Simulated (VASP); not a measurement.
# Ta3N in VASP: a series of runs, part 2 of 2

VASP 6.6.1. The steps go on from the part before.

### Step 4. Single point, LDA

This run uses another cell than the first one, of 14.08 Å³/atom, 0.940 times its volume.

The input, INCAR:

```
SYSTEM = Ta3N
ALGO     = Normal         ! electronic algorithm
EDIFF    = 1E-6           ! SCF threshold, eV
ENCUT    = 520            ! plane-wave cutoff, eV
ISIF     = 2              ! what is computed and relaxed
ISMEAR   = -1             ! smearing method
LASPH    = .TRUE.         ! aspherical terms in the spheres
LCHARG   = .FALSE.        ! write CHGCAR
LREAL    = .FALSE.        ! projectors in reciprocal space
LWAVE    = .FALSE.        ! write WAVECAR
NBANDS   = 27             ! bands
NELM     = 60             ! most SCF steps
PREC     = Accurate       ! precision mode
SIGMA    = 0.05           ! smearing width, eV
```

The input, KPOINTS:

```
k-points
0
G
  10 10 4
  0 0 0
```

The input, POSCAR:

```
Ta3N
1.0
    2.9703244971      0.0000000000      0.0000000000
   -1.4851622486      2.5723764720      0.0000000000
    0.0000000000      0.0000000000      7.3705400853
Ta N
3 1
Direct
    0.6666666667      0.3333333333      0.8260700000
    0.3333333333      0.6666666667      0.1739300000
    0.0000000000      0.0000000000      0.5000000000
    0.0000000000      0.0000000000      0.0000000000
```

Potentials or basis: VASP PAW LDA potentials, release 64 (Ta_pv, N).

Launch:

```
cat potpaw_LDA.64/Ta_pv/POTCAR potpaw_LDA.64/N/POTCAR > POTCAR
mpirun -np 1 vasp_std > vasp.out
```

OUTCAR:

```text
SYSTEM = Ta3N
   EDIFF = 1E-6
   ENCUT = 520
   ISIF = 2
   ISMEAR = -1
   LASPH = .TRUE.
   LREAL = .FALSE.
   NELM = 60
   PREC = Accurate

 ion  position               nearest neighbor table
   1  0.667  0.333  0.826-   4 2.14   4 2.14   4 2.14   3 2.95   3 2.95   3 2.95   2 3.08   2 3.08
                             2 3.08
   2  0.333  0.667  0.174-   4 2.14   4 2.14   4 2.14   3 2.95   3 2.95   3 2.95   1 3.08   1 3.08
                             1 3.08
   3  0.000  0.000  0.500-   1 2.95   2 2.95   1 2.95   2 2.95   1 2.95   2 2.95
   4  0.000  0.000  0.000-   1 2.14   2 2.14   1 2.14   2 2.14   1 2.14   2 2.14

  LATTYP: Found a hexagonal cell.
[... 921 lines left out ...]
  -------------------------------------------------------------------------------------
  Total        1.1459893      1.1459893      1.6545921     -0.0000000      0.0000000      0.0000000
  in kB       32.6026872     32.6026872     47.0721233     -0.0000000      0.0000000      0.0000000
  external PRESSURE =      37.4258325 kB  Pullay stress =       0.0000000 kB

 VOLUME and BASIS-vectors are now :
 -----------------------------------------------------------------------------
  energy-cutoff  :      520.00
  volume of cell :       56.32
      direct lattice vectors                 reciprocal lattice vectors
     2.970324497  0.000000000  0.000000000     0.336663553  0.194372793  0.000000000
    -1.485162249  2.572376472  0.000000000     0.000000000  0.388745586  0.000000000
     0.000000000  0.000000000  7.370540085     0.000000000  0.000000000  0.135675268

 POSITION                                       TOTAL-FORCE (eV/Angst)
 -----------------------------------------------------------------------------------
      1.48516      0.85746      6.08858        -0.000000      0.000000      0.048342
     -0.00000      1.71492      1.28196         0.000000     -0.000000     -0.048342
      0.00000      0.00000      3.68527         0.000000      0.000000      0.000000
      0.00000      0.00000      0.00000         0.000000      0.000000      0.000000
 -----------------------------------------------------------------------------------
    total drift:                                0.000000     -0.000000      0.000000

  FREE ENERGIE OF THE ION-ELECTRON SYSTEM (eV)
  ---------------------------------------------------
  free  energy   TOTEN  =       -49.8271600566 eV

  energy  without entropy=      -49.8023558314  energy(sigma->0) =      -49.81475794
```

OSZICAR:

```text
N       E                     dE             d eps       ncg     rms          rms(c)
DAV:   1     0.335494560759E+03    0.33549E+03   -0.21362E+04  2700   0.149E+03
DAV:   2    -0.377508455007E+02   -0.37325E+03   -0.36458E+03  3039   0.426E+02
DAV:   3    -0.534629720804E+02   -0.15712E+02   -0.15406E+02  3448   0.807E+01
DAV:   4    -0.536978957786E+02   -0.23492E+00   -0.23149E+00  3381   0.927E+00
DAV:   5    -0.537006334913E+02   -0.27377E-02   -0.27322E-02  3450   0.921E-01    0.322E+01
DAV:   6    -0.503262726539E+02    0.33744E+01   -0.15436E+01  3175   0.229E+01    0.152E+01
DAV:   7    -0.499215870222E+02    0.40469E+00   -0.21896E+00  3260   0.839E+00    0.646E+00
DAV:   8    -0.498910275944E+02    0.30559E-01   -0.10927E+00  3576   0.524E+00    0.143E+00
DAV:   9    -0.498301626335E+02    0.60865E-01   -0.49813E-01  3466   0.461E+00    0.556E-01
DAV:  10    -0.498275243545E+02    0.26383E-02   -0.23050E-02  3428   0.867E-01    0.181E-01
DAV:  11    -0.498271771634E+02    0.34719E-03   -0.17609E-03  3665   0.285E-01    0.639E-02
DAV:  12    -0.498271610659E+02    0.16097E-04   -0.13436E-04  3438   0.798E-02    0.218E-02
DAV:  13    -0.498271603299E+02    0.73602E-06   -0.15909E-05  3463   0.227E-02    0.774E-03
DAV:  14    -0.498271600566E+02    0.27332E-06   -0.36094E-06  2559   0.907E-03
   1 F= -.49827160E+02 E0= -.49814758E+02  d E =-.248042E-01
```

It took 49 s on 1 thread of Intel Xeon Platinum 8488C (Sapphire Rapids), shared host; peak memory 0.19 GiB.

What came out:

```yaml
Free_energy: -49.8272 eV
Pressure: 3.7 GPa
Largest_force: 0.048 eV/Å
Band_gap_on_the_k_mesh: zero (band 19 reaches 7.64 eV, above the bottom of band 20 at 6.82 eV)
```

Forces on the atoms (eV/Å):
```
Ta   0.000  0.000  0.048
Ta   0.000  0.000 -0.048
Ta   0.000  0.000  0.000
N    0.000  0.000  0.000
```

Caveat: spin-orbit coupling is left out, which moves the levels of the heavy elements.

### Step 5. Single point, LDA

This run uses another cell than the first one, of 14.38 Å³/atom, 0.960 times its volume.

The input, INCAR:

```
PREC = Accurate ; ENCUT = 520
EDIFF = 1E-6 ; ISMEAR = -1
SIGMA = 0.05 ; LREAL = F
LASPH = T ; NELM = 80
ALGO = Normal ; ISIF = 2
LWAVE = F ; LCHARG = F
NBANDS = 27
```

The input, KPOINTS:

```
regular mesh
0
Gamma
  10 10 4
```

The input, POSCAR:

```
Ta3N
1.0
    2.9912429644      0.0000000000      0.0000000000
   -1.4956214823      2.5904923961      0.0000000000
    0.0000000000      0.0000000000      7.4224470073
Ta N
3 1
Direct
    0.6666666667      0.3333333333      0.8260700000
    0.3333333333      0.6666666667      0.1739300000
    0.0000000000      0.0000000000      0.5000000000
    0.0000000000      0.0000000000      0.0000000000
```

Potentials or basis: VASP PAW LDA potentials, release 64 (Ta_pv, N).

Launch:

```
cat potpaw_LDA.64/Ta_pv/POTCAR potpaw_LDA.64/N/POTCAR > POTCAR
mpirun -np 1 vasp_std > vasp.out
```

OUTCAR:

```text
PREC = Accurate
   ENCUT = 520
   EDIFF = 1E-6
   ISMEAR = -1
   LREAL = F
   LASPH = T
   NELM = 80
   ISIF = 2

 ion  position               nearest neighbor table
   1  0.667  0.333  0.826-   4 2.16   4 2.16   4 2.16   3 2.97   3 2.97   3 2.97   2 3.11   2 3.11
                             2 3.11
   2  0.333  0.667  0.174-   4 2.16   4 2.16   4 2.16   3 2.97   3 2.97   3 2.97   1 3.11   1 3.11
                             1 3.11
   3  0.000  0.000  0.500-   1 2.97   2 2.97   1 2.97   2 2.97   1 2.97   2 2.97
   4  0.000  0.000  0.000-   1 2.16   2 2.16   1 2.16   2 2.16   1 2.16   2 2.16

  LATTYP: Found a hexagonal cell.
 ALAT       =     2.9912429644
 C/A-ratio  =     2.4813922158

  Lattice vectors:

 A1 = (   2.9912429644,   0.0000000000,   0.0000000000)
 A2 = (  -1.4956214823,   2.5904923961,   0.0000000000)
 A3 = (   0.0000000000,   0.0000000000,   7.4224470073)

Analysis of symmetry for initial positions (statically):
=====================================================================
 Subroutine PRICEL returns:
 Original cell was already a primitive cell.

 Routine SETGRP: Setting up the symmetry group for a
 hexagonal supercell.

[... 166 lines left out ...]
  free energy    TOTEN  =       -49.83316929 eV

  energy without entropy =      -49.80807001  energy(sigma->0) =      -49.82061965

 E-fermi :   6.8938     XC(G=0): -13.0918

 val. band max:        6.8914597148   @ k =   0.2000   0.2000   0.0000
 cond. band min:       6.8955749306   @ k =   0.2000   0.2000   0.2500
 fundamental gap:      0.0041152158
 Fermi energy:         6.8937631083

 k-point     1 :       0.0000    0.0000    0.0000
  band No.  band energies     occupation
      1     -28.0918      2.00000
      2     -27.7612      2.00000
      3     -27.3467      2.00000
      4     -27.3467      2.00000
      5     -27.3134      2.00000
      6     -27.3134      2.00000
[... 709 lines left out ...]
     26      11.9755      0.00000
     27      12.7465      0.00000

 [... further k-points ...]
[... 5 lines left out ...]
  --------------------------------------------------------------------------------------
  -------------------------------------------------------------------------------------
  Total       -0.9265659     -0.9265659     -0.4963352      0.0000000      0.0000000     -0.0000000
  in kB      -25.8110574    -25.8110574    -13.8262530      0.0000000      0.0000000     -0.0000000
  external PRESSURE =     -21.8161226 kB  Pullay stress =       0.0000000 kB

 VOLUME and BASIS-vectors are now :
 -----------------------------------------------------------------------------
  energy-cutoff  :      520.00
  volume of cell :       57.51
      direct lattice vectors                 reciprocal lattice vectors
     2.991242964  0.000000000  0.000000000     0.334309186  0.193013498  0.000000000
    -1.495621482  2.590492396  0.000000000     0.000000000  0.386026997  0.000000000
     0.000000000  0.000000000  7.422447007     0.000000000  0.000000000  0.134726459

 POSITION                                       TOTAL-FORCE (eV/Angst)
 -----------------------------------------------------------------------------------
      1.49562      0.86350      6.13146        -0.000000      0.000000      0.207004
     -0.00000      1.72699      1.29099         0.000000     -0.000000     -0.207004
      0.00000      0.00000      3.71122         0.000000      0.000000      0.000000
      0.00000      0.00000      0.00000         0.000000      0.000000      0.000000
 -----------------------------------------------------------------------------------
    total drift:                                0.000000     -0.000000      0.000000

  FREE ENERGIE OF THE ION-ELECTRON SYSTEM (eV)
  ---------------------------------------------------
  free  energy   TOTEN  =       -49.8331692878 eV

  energy  without entropy=      -49.8080700118  energy(sigma->0) =      -49.82061965
```

stdout:

```text
POSCAR found type information on POSCAR TaN
 POSCAR found :  2 types and       4 ions
 scaLAPACK will be used
 LDA part: xc-table for (Slater(with rela. corr.)+CA(PZ))
 , standard interpolation
 POSCAR, INCAR and KPOINTS ok, starting setup
 FFT: planning ... GRIDC
 FFT: planning ... GRID_SOFT
 FFT: planning ... GRID
 WAVECAR not read
 entering main loop
```

Run time: 47 s. Hardware: 1 thread of Intel Xeon Platinum 8488C (Sapphire Rapids), shared host; peak memory 0.19 GiB.

Results:

```
Free energy            : -49.8332 eV
Pressure               : -2.2 GPa
Largest force          : 0.207 eV/Å
Band gap on the k mesh : zero (band 19 reaches 7.41 eV, above the bottom of band 20 at 6.64 eV)
```

Forces on the atoms (eV/Å):
```
Ta   0.000  0.000  0.207
Ta   0.000  0.000 -0.207
Ta   0.000  0.000  0.000
N    0.000  0.000  0.000
```

Caveat: spin-orbit coupling is left out, which moves the levels of the heavy elements.

### Step 6. Single point, LDA

This run uses another cell than the first one, of 14.68 Å³/atom, 0.980 times its volume.

The input, INCAR:

```
SYSTEM = Ta3N
PREC = Accurate
ENCUT = 520
EDIFF = 1E-6
ISMEAR = -1
SIGMA = 0.05
LREAL = .FALSE.
LASPH = .TRUE.
NELM = 100
ALGO = Normal
ISIF = 2
LWAVE = .FALSE.
LCHARG = .FALSE.
NBANDS = 27
```

The input, KPOINTS:

```
Automatic mesh
0
G
  10 10 4
  0 0 0
```

The input, POSCAR:

```
Ta3N
1.0
    3.0118728781      0.0000000000      0.0000000000
   -1.5059364391      2.6083584255      0.0000000000
    0.0000000000      0.0000000000      7.4736379147
Ta N
3 1
Direct
    0.6666666667      0.3333333333      0.8260700000
    0.3333333333      0.6666666667      0.1739300000
    0.0000000000      0.0000000000      0.5000000000
    0.0000000000      0.0000000000      0.0000000000
```

Potentials or basis: VASP PAW LDA potentials, release 64 (Ta_pv, N).

Launch:

```
cat potpaw_LDA.64/Ta_pv/POTCAR potpaw_LDA.64/N/POTCAR > POTCAR
mpirun -np 1 vasp_std > vasp.out
```

It took 41 s on 1 thread of Intel Xeon Platinum 8488C (Sapphire Rapids), shared host; peak memory 0.2 GiB.

It converged, with:

```
Free energy            : -49.7972 eV
Pressure               : -7.5 GPa
Largest force          : 0.350 eV/Å
Band gap on the k mesh : zero (band 19 reaches 7.18 eV, above the bottom of band 20 at 6.46 eV)
```

Forces in eV/Å, atoms in the order of the input:
```
Ta   0.000  0.000  0.350
Ta   0.000  0.000 -0.350
Ta   0.000  0.000  0.000
N    0.000  0.000  0.000
```

Stress tensor (GPa, compression positive):
```
-7.82  0.00  0.00
 0.00 -7.82  0.00
 0.00  0.00 -6.85
```

Levels at points of the mesh, in eV from the Fermi level:
```
           k point  band 15  band 16  band 17  band 18  band 19  band 20  band 21  band 22  band 23  band 24
(0.00, 0.00, 0.00)    -3.56    -1.26    -0.53    -0.53    -0.35     0.23     0.23     0.95     1.86     1.86
(0.50, 0.00, 0.00)    -3.82    -3.15    -1.08    -0.51     0.21     0.65     1.01     3.54     4.12     4.41
(0.00, 0.00, 0.50)    -3.63    -1.25    -1.13    -0.31    -0.31     0.51     0.51     1.23     1.25     1.25
(0.50, 0.00, 0.50)    -3.70    -2.95    -1.26    -1.22     0.25     0.98     1.23     2.42     4.46     4.53
```

Caveat: spin-orbit coupling is left out, which moves the levels of the heavy elements.

### Step 7. The runs side by side

```tsv
level	potentials or basis	cell	gap on the mesh (eV)	pressure (GPa)	largest force (eV/Å)
r2SCAN	VASP PAW PBE potentials, release 64 (Ta_pv, N)	a = 3.032, b = 3.032, c = 7.524 Å, angles 90.0, 90.0, 120.0°, 4 atoms	none	-3.1	-
PBEsol	VASP PAW PBE potentials, release 64 (Ta_pv, N)	a = 3.032, b = 3.032, c = 7.524 Å, angles 90.0, 90.0, 120.0°, 4 atoms	none	-7.9	1.12
LDA	VASP PAW LDA potentials, release 64 (Ta_pv, N)	a = 2.970, b = 2.970, c = 7.371 Å, angles 90.0, 90.0, 120.0°, 4 atoms	none	3.7	0.05
LDA	VASP PAW LDA potentials, release 64 (Ta_pv, N)	a = 2.991, b = 2.991, c = 7.422 Å, angles 90.0, 90.0, 120.0°, 4 atoms	none	-2.2	0.21
LDA	VASP PAW LDA potentials, release 64 (Ta_pv, N)	a = 3.012, b = 3.012, c = 7.474 Å, angles 90.0, 90.0, 120.0°, 4 atoms	none	-7.5	0.35
```

Some of these runs hold the atoms at other places in the same cell, which the table doesn't show; runs alike in all that it shows share one row.

Alike in all rows: task single point; no spin polarisation; k mesh 10 × 10 × 4; cutoff (eV) 520; smearing fermi-dirac 0.05 eV.

Caveats: spin-orbit coupling is left out, which moves the levels of the heavy elements; the PAW data sets were made with another functional, which shifts forces and pressure a little (some runs).

Total energies depend on the potentials used, so only differences within one code and one set of settings carry meaning.
